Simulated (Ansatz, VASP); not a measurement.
# One calculation of Hf, two programs

```
CELL_PARAMETERS angstrom
0.00000 2.09782 2.44816
2.09782 0.00000 2.44816
2.09782 2.09782 0.00000
ATOMIC_POSITIONS crystal
Hf 0.00000 0.00000 0.00000
```

Alike in both runs: task single point; functional LDA; k mesh 20 × 20 × 20; occupations gaussian, width 0.15 eV; no spin polarisation.

|  | VASP | Ansatz |
| --- | --- | --- |
| version | VASP 6.6.1 | Ansatz 0.2.0 |
| potentials or method | VASP PAW LDA potentials, release 64 (Hf_pv), cutoff 520 eV | scalar-relativistic, plane waves, PAW |
| valence electrons in the cell | 10 | 26 |

```csv
,VASP,Ansatz,Ansatz less VASP
gap on the k mesh at the Fermi level (eV),none,none,-
pressure (GPa),-4.4,-4.4,+0.01
"traceless stress, the component that is largest in VASP (GPa)",-4.88,-4.92,-0.034
```

LDA's correlation is that of Perdew and Zunger in VASP and of Perdew and Wang (1992) in Ansatz. A gap of «none» marks a metal or a gap that the smearing closes. VASP's potentials hold 10 valence electrons a cell and Ansatz's 26, so a difference there can come from the potentials and not from the codes.

Neither program's run includes spin-orbit coupling.
